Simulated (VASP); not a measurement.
# InSe in VASP: single point with PBE+D3(BJ)

Aim: the single point of InSe with PBE+D3(BJ).

The COD entry that gives the cell may itself be a prediction, so a difference from it is no test against experiment.

Everything below comes from runs of VASP 6.6.1. Logs are shortened: lines on timing, memory, paths and dates and some standing lists are left out, and cuts for length are marked.

**1. The cell of the first run**

The cell holds a slab with vacuum, 8 atoms: a = 4.027 Å, b = 4.027 Å, c = 28.271 Å, α = 90.00°, β = 90.00°, γ = 120.00°.

**2. Single point, PBE+D3(BJ)**

File INCAR:

```
SYSTEM = InSe
PREC = Accurate ; ENCUT = 520
EDIFF = 1E-6 ; ISMEAR = 0
SIGMA = 0.05 ; LREAL = .FALSE.
LASPH = .TRUE. ; NELM = 60
ALGO = Normal ; ISIF = 2
LWAVE = .FALSE. ; LCHARG = .FALSE.
LDIPOL = .TRUE. ; IDIPOL = 3
DIPOL = 0.5 0.5 0.406 ; GGA = PE
IVDW = 12 ; NBANDS = 48
```

File KPOINTS:

```
Automatic mesh
0
G
  9 9 1
  0 0 0
```

File POSCAR:

```
InSe
1.0
    4.0266104108      0.0000000000      0.0000000000
   -2.0133052054      3.4871469069      0.0000000000
    0.0000000000      0.0000000000     28.2707105452
Se In
4 4
Direct
    0.0000000000      0.0000000000      0.1591753413
    0.0000000000      0.0000000000      0.3496677332
    0.2222222222      0.4444444444      0.4614441951
    0.2222222222      0.4444444444      0.6519365870
    0.6666666667      0.3333333333      0.2049979888
    0.6666666667      0.3333333333      0.3038451603
    0.8888888889      0.7777777778      0.5072668426
    0.8888888889      0.7777777778      0.6061140141
```

Potentials or basis: VASP PAW PBE potentials, release 64 (Se, In_d).

The run is started by

```console
$ cat potpaw_PBE.64/Se/POTCAR potpaw_PBE.64/In_d/POTCAR > POTCAR
$ mpirun -np 1 vasp_std > vasp.out
```

OUTCAR:

```text
SYSTEM = InSe
   PREC = Accurate
   ENCUT = 520
   EDIFF = 1E-6
   ISMEAR = 0
   LREAL = .FALSE.
   LASPH = .TRUE.
   NELM = 60
   ISIF = 2
   GGA = PE
   IVDW = 12
 IVDW          = 12

 ion  position               nearest neighbor table
   1  0.000  0.000  0.159-   5 2.66   5 2.66   5 2.66
   2  0.000  0.000  0.350-   6 2.66   6 2.66   6 2.66
   3  0.222  0.444  0.461-   7 2.66   7 2.66   7 2.66
   4  0.222  0.444  0.652-   8 2.66   8 2.66   8 2.66
   5  0.667  0.333  0.205-   1 2.66   1 2.66   1 2.66   6 2.79
   6  0.667  0.333  0.304-   2 2.66   2 2.66   2 2.66   5 2.79
   7  0.889  0.778  0.507-   3 2.66   3 2.66   3 2.66   8 2.79
   8  0.889  0.778  0.606-   4 2.66   4 2.66   4 2.66   7 2.79

  LATTYP: Found a hexagonal cell.
 ALAT       =     4.0266104108
 C/A-ratio  =     7.0209699129

  Lattice vectors:

 A1 = (   4.0266104108,   0.0000000000,   0.0000000000)
 A2 = (  -2.0133052054,   3.4871469069,   0.0000000000)
 A3 = (   0.0000000000,   0.0000000000,  28.2707105452)

Analysis of symmetry for initial positions (statically):
=====================================================================
 Subroutine PRICEL returns:
 Original cell was already a primitive cell.

 Routine SETGRP: Setting up the symmetry group for a
 hexagonal supercell.

 Subroutine GETGRP returns: Found  2 space group operations
 (whereof  2 operations were pure point group operations)
 out of a pool of 24 trial point group operations.

The static configuration has the point symmetry C_1h.

Analysis of symmetry for dynamics (positions and initial velocities):
=====================================================================
 Subroutine PRICEL returns:
 Original cell was already a primitive cell.

 Routine SETGRP: Setting up the symmetry group for a
 hexagonal supercell.

 Subroutine GETGRP returns: Found  2 space group operations
 (whereof  2 operations were pure point group operations)
 out of a pool of 24 trial point group operations.

The dynamic configuration has the point symmetry C_1h.

 Subroutine INISYM returns: Found  2 space group operations
 (whereof  2 operations are pure point group operations),
 and found     1 'primitive' translations

----------------------------------------------------------------------------------------

                                     Primitive cell

  volume of cell :     396.9598

  direct lattice vectors                    reciprocal lattice vectors
     4.026610411  0.000000000  0.000000000     0.248347840  0.143383693  0.000000000
    -2.013305205  3.487146907  0.000000000     0.000000000  0.286767385  0.000000000
     0.000000000  0.000000000 28.270710545     0.000000000  0.000000000  0.035372298

  length of vectors
     4.026610411  4.026610411 28.270710545     0.286767385  0.286767385  0.035372298

  position of ions in fractional coordinates (direct lattice)
     0.000000000  0.000000000  0.159175341
     0.000000000  0.000000000  0.349667733
     0.222222222  0.444444444  0.461444195
     0.222222222  0.444444444  0.651936587
     0.666666667  0.333333333  0.204997989
     0.666666667  0.333333333  0.303845160
     0.888888889  0.777777778  0.507266843
     0.888888889  0.777777778  0.606114014

  ion indices of the primitive-cell ions
   primitive index   ion index
                 1           1
                 2           2
                 3           3
                 4           4
                 5           5
                 6           6
                 7           7
                 8           8

----------------------------------------------------------------------------------------

 KPOINTS: Automatic mesh

Automatic generation of k-mesh.
 Grid dimensions read from file:
 generate k-points for:    9    9    1

 Generating k-lattice:

  Cartesian coordinates                     Fractional coordinates (reciprocal lattice)
     0.027594204  0.015931521  0.000000000     0.111111111 -0.000000000  0.000000000
     0.000000000  0.031863043  0.000000000     0.000000000  0.111111111  0.000000000
     0.000000000  0.000000000  0.035372298     0.000000000  0.000000000  1.000000000

  Length of vectors
     0.031863043  0.031863043  0.035372298

  Shift w.r.t. Gamma in fractional coordinates (k-lattice)
     0.000000000  0.000000000  0.000000000

 Subroutine IBZKPT returns following result:
 ===========================================

 Found     25 irreducible k-points:

 Following reciprocal coordinates:
            Coordinates               Weight
  0.000000  0.000000  0.000000      1.000000
  0.111111  0.000000  0.000000      4.000000
  0.000000  0.111111  0.000000      2.000000
  0.222222 -0.000000  0.000000      4.000000
  0.000000  0.222222  0.000000      2.000000
  0.333333  0.000000  0.000000      4.000000
[... 16 lines left out ...]
 -0.222222 -0.444444  0.000000      4.000000
  0.444444  0.333333  0.000000      4.000000
   k-points           NKPTS =     25   k-points in BZ     NKDIM =     25   number of bands    NBANDS=     48
   number of dos      NEDOS =    301   number of ions     NIONS =      8
   total plane-waves  NPLWV = 189000
   dimension x,y,z NGX =    30 NGY =   30 NGZ =  210
   dimension x,y,z NGXF=    60 NGYF=   60 NGZF=  420
   ions per type =               4   4
   NGX,Y,Z   is equivalent  to a cutoff of  12.39, 12.39, 12.35 a.u.
   NGXF,Y,Z  is equivalent  to a cutoff of  24.77, 24.77, 24.70 a.u.
 SYSTEM =  InSe
   PREC   = accura    normal or accurate (medium, high low for compatibility)
   ISTART =      0    job   : 0-new  1-cont  2-samecut
   ICHARG =      2    charge: 1-file 2-atom 10-const
   ISPIN  =      1    spin polarized calculation?
   LNONCOLLINEAR =      F non collinear calculations
   LSORBIT =      F    spin-orbit coupling
   LASPH  =      T    aspherical Exc in radial PAW
   ENCUT  =  520.0 eV  38.22 Ry    6.18 a.u.   7.49  7.49 52.56*2*pi/ulx,y,z
   NELM   =     60;   NELMIN=  2; NELMDL= -5     # of ELM steps
   EDIFF  = 0.1E-05   stopping-criterion for ELM
   LREAL  =      F    real-space projection
   EDIFFG = 0.1E-04   stopping-criterion for IOM
   NSW    =      0    number of steps for IOM
   IBRION =     -1    ionic relax: 0-MD 1-quasi-New 2-CG
   NFREE  =      0    steps in history (QN), initial steepest desc. (CG)
   ISIF   =      2    stress and relaxation
   ISYM   =      2    0-nonsym 1-usesym 2-fastsym
   POTIM  = 0.5000    time-step for ionic-motion
   TEBEG  =    0.0;   TEEND  =   0.0 temperature during run
   PSTRESS=    0.0 pullay stress
   NELECT =      76.0000    total number of electrons
   NUPDOWN=      -1.0000    fix difference up-down
   EMIN   =  10.00;   EMAX   =-10.00  energy-range for DOS
   EFERMI =   0.00;   METHOD = LEGACY
   ISMEAR =     0;   SIGMA  =   0.05  broadening in eV -4-tet -1-fermi 0-gaus
   EFERMI_NEDOS =   21; number of points for ismear=-14 and -15
   IALGO  =     38    algorithm
   IMIX   =      4    mixing-type and parameters
     AMIX     =   0.40;   BMIX     =  1.00
     AMIX_MAG =   1.60;   BMIX_MAG =  1.00
  volume/ion in A,a.u.               =      49.62       334.85
  Fermi-wavevector in a.u.,A,eV,Ry     =   0.943548  1.783047 12.113024  0.890282
  Thomas-Fermi vector in A             =   2.071266
   LORBIT       =      0    0 simple, 1 ext, 2 COOP (PROOUT), +10 PAW based schemes
   GGA     = PE    functional components
   LHFCALC =     F    Hartree Fock is set to
   AEXX    =    0.0000 exact exchange contribution
   IVDW    =    12    specifies the selected vdW correction
   LEPSILON=     F    determine dielectric tensor
   LRPA    =     F    only Hartree local field effects (RPA)
 non-spin polarized calculation
 Gauss-broadening in eV      SIGMA  =   0.05
  energy-cutoff  :      520.00
  volume of cell :      396.96
 maximum number of plane-waves:     10749
 NGX is ok and might be reduce to    30
   NGX = 15   NGY = 15   NGZ =105

 dipolmoment           0.000000      0.000000      0.000364 electrons x Angstroem

 number of electron      76.0000001 magnetization

 dipolmoment           0.000000      0.000000     -0.000157 electrons x Angstroem

 Free energy of the ion-electron system (eV)
  ---------------------------------------------------
  ext. energy  EPLUGINS =         0.00000000
  ---------------------------------------------------
  free energy    TOTEN  =       -28.35494811 eV

  energy without entropy =      -28.35494811  energy(sigma->0) =      -28.35494811

 E-fermi :   0.0836     XC(G=0):  -5.6465

 val. band max:       -0.1429697941   @ k =   0.1111   0.0000   0.0000
 cond. band min:       0.9207485549   @ k =   0.0000   0.0000   0.0000
 fundamental gap:      1.0637183490
 Fermi energy:         0.0835678190

 k-point     1 :       0.0000    0.0000    0.0000
  band No.  band energies     occupation
      1     -14.5195      2.00000
      2     -14.5165      2.00000
      3     -14.3365      2.00000
      4     -14.3357      2.00000
      5     -14.3339      2.00000
      6     -14.3322      2.00000
[... 40 lines left out ...]
     47       5.0412      0.00000
     48       5.1945      0.00000

 k-point     2 :       0.1111    0.0000    0.0000
  band No.  band energies     occupation
      1     -14.5189      2.00000
      2     -14.5159      2.00000
      3     -14.3769      2.00000
      4     -14.3730      2.00000
      5     -14.3345      2.00000
      6     -14.3308      2.00000
[... 40 lines left out ...]
     47       5.1037      0.00000
     48       5.1794      0.00000

 k-point     3 :       0.0000    0.1111    0.0000
  band No.  band energies     occupation
      1     -14.5189      2.00000
      2     -14.5159      2.00000
      3     -14.3772      2.00000
      4     -14.3720      2.00000
      5     -14.3338      2.00000
      6     -14.3322      2.00000
[... 40 lines left out ...]
     47       5.0896      0.00000
     48       5.1940      0.00000

 k-point     4 :       0.2222   -0.0000    0.0000
  band No.  band energies     occupation
      1     -14.5326      2.00000
      2     -14.5284      2.00000
      3     -14.4461      2.00000
      4     -14.4405      2.00000
      5     -14.3914      2.00000
      6     -14.3855      2.00000
[... 958 lines left out ...]
     47       5.2834      0.00000
     48       5.3208      0.00000

 k-point    23 :      -0.2222   -0.4444    0.0000
  band No.  band energies     occupation
      1     -14.6281      2.00000
      2     -14.6209      2.00000
      3     -14.5271      2.00000
      4     -14.5215      2.00000
      5     -14.4624      2.00000
      6     -14.4594      2.00000
[... 40 lines left out ...]
     47       5.2504      0.00000
     48       5.3435      0.00000

 k-point    24 :       0.4444    0.3333    0.0000
  band No.  band energies     occupation
      1     -14.6291      2.00000
      2     -14.6205      2.00000
      3     -14.5277      2.00000
      4     -14.5212      2.00000
      5     -14.4624      2.00000
      6     -14.4593      2.00000
[... 40 lines left out ...]
     47       5.2556      0.00000
     48       5.3376      0.00000

 [... further k-points ...]

------------------------ aborting loop because EDIFF is reached ----------------------------------------

 vacuum level on the upper side and lower side of the slab       (xc-potential included)        -0.141        -0.140

 Edisp (eV)   -2.04678

 E8    (eV) :    -0.9599

  FORCE on cell =-STRESS in cart. coord.  units (eV):
  Direction    XX          YY          ZZ          XY          YZ          ZX
  --------------------------------------------------------------------------------------
  -------------------------------------------------------------------------------------
  Total      -0.07488     0.12889     0.03931     0.00000     0.32550     0.00000
  in kB      -0.30224     0.52023     0.15866     0.00000     1.31375     0.00000
  external pressure =        0.13 kB  Pullay stress =        0.00 kB

 VOLUME and BASIS-vectors are now :
 -----------------------------------------------------------------------------
  energy-cutoff  :      520.00
  volume of cell :      396.96
      direct lattice vectors                 reciprocal lattice vectors
     4.026610411  0.000000000  0.000000000     0.248347840  0.143383693  0.000000000
    -2.013305205  3.487146907  0.000000000     0.000000000  0.286767385  0.000000000
     0.000000000  0.000000000 28.270710545     0.000000000  0.000000000  0.035372298

 POSITION                                       TOTAL-FORCE (eV/Angst)
 -----------------------------------------------------------------------------------
      0.00000      0.00000      4.50000         0.000000     -0.002708     -0.010627
      0.00000      0.00000      9.88536        -0.000000     -0.094579     -0.024035
      0.00000      1.54984     13.04536         0.000000      0.081435      0.020266
      0.00000      1.54984     18.43071         0.000000      0.000985      0.010369
      2.01331      1.16238      5.79544         0.000000     -0.007110      0.010386
      2.01331      1.16238      8.58992         0.000000      0.015928      0.001522
      2.01331      2.71223     14.34079         0.000000      0.002428      0.002785
      2.01331      2.71223     17.13527         0.000000      0.003622     -0.010665
 -----------------------------------------------------------------------------------
    total drift:                               -0.000001      0.000258     -0.000546

  FREE ENERGIE OF THE ION-ELECTRON SYSTEM (eV)
  ---------------------------------------------------
  free  energy   TOTEN  =       -30.4017328642 eV

  energy  without entropy=      -30.4017328642  energy(sigma->0) =      -30.40173286

 vacuum level on the upper side and lower side of the slab         5.389         5.391
```

Wall time 8.2 min (1 thread of AMD EPYC 9R14 (Zen 4), shared host); peak memory 0.63 GiB.

What came out:

```
Free energy                : -30.4017 eV
Largest force              : 0.098 eV/Å
Band gap on the k mesh     : 1.06 eV, indirect (least direct gap 1.12 eV)
Dispersion energy per atom : -0.256 eV
```

Forces in eV/Å, atoms in the order of the input:
```
Se   0.000 -0.003 -0.011
Se   0.000 -0.095 -0.024
Se   0.000  0.081  0.020
Se   0.000  0.001  0.010
In   0.000 -0.007  0.010
In   0.000  0.016  0.002
In   0.000  0.002  0.003
In   0.000  0.004 -0.011
```

Levels at points of the mesh, in eV from the valence-band top:
```csv
k point,band 36,band 37,band 38,band 39,band 40,band 41
"(0.00, 0.00, 0.00)",-0.74,-0.72,-0.06,1.06,1.70,2.45
```

Caveat: spin-orbit coupling is left out, which moves the levels of the heavy elements.
